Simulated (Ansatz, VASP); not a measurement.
Given: the input of a run of VASP 6.6.1 on Y.

INCAR

```
SYSTEM = Y
  PREC = Accurate
  ENCUT = 520
  EDIFF = 1E-7
  ISMEAR = -1
  SIGMA = 0.05
  LREAL = .FALSE.
  LASPH = .TRUE.
  NELM = 60
  ALGO = Normal
  ISIF = 2
  LWAVE = .FALSE.
  LCHARG = .FALSE.
  GGA = PS
  NBANDS = 18
```

The input KPOINTS:

```
regular mesh
0
G
  8 8 5
  0 0 0
```

Contents of POSCAR:

```
Y
1.0
    3.5981047680      0.0000000000      0.0000000000
   -1.7990523840      3.1160501346      0.0000000000
    0.0000000000      0.0000000000      5.6531499653
Y
2
Direct
    0.6666666667      0.3333333333      0.7500000000
    0.3333333333      0.6666666667      0.2500000000
```

Potentials or basis: VASP PAW PBE potentials, release 64 (Y_sv).

Launch:

```sh
$ cat potpaw_PBE.64/Y_sv/POTCAR > POTCAR
$ mpirun -np 1 vasp_std > vasp.out
```

Problem. Set up the same calculation for Ansatz 0.2.0. Potentials there: all-electron LAPW, scalar-relativistic.

Solution. As run (the cutoff follows the program's own potentials):

The input input.yaml:

```yaml
crystal:
  lattice:
    - [3.598104768, 0.0, 0.0]
    - [-1.799052384, 3.1160501346, 0.0]
    - [0.0, 0.0, 5.6531499653]
  atoms:
    - { symbol: "Y", position: [0.6666666667, 0.3333333333, 0.75] }
    - { symbol: "Y", position: [0.3333333333, 0.6666666667, 0.25] }
kpoints:
  mp_grid: { grid: [8, 8, 5] }
scf:
  occupations: { method: fermi_dirac, width: 0.05 }
hamiltonian:
  xc: pbesol
  pseudopotentials: { kind: all_electron, lapw: { basis_error: 0.0005 } }
output:
  forces: true
  stress: true
  eigenvalues: true
```

Potentials or basis: all-electron LAPW, scalar-relativistic.

Launch:

```sh
$ ansatz run input.yaml --threads 1 --pin off --max-ram 3072MiB --backend cpu --events-out ev --progress --plain --runs-dir out
```

Both were run:

|  | VASP | Ansatz | Ansatz less VASP |
| --- | --- | --- | --- |
| gap on the k mesh at the Fermi level (eV) | none | none | - |
| pressure (GPa) | -0.6 | -0.5 | +0.12 |
| traceless stress, the component that is largest in VASP (GPa) | -0.26 | -0.26 | -0.003 |

VASP's potentials were made for PBE, not for PBEsol. A gap of «none» marks a metal or a gap that the smearing closes. Ansatz ran all-electron here, and VASP with PAW potentials.
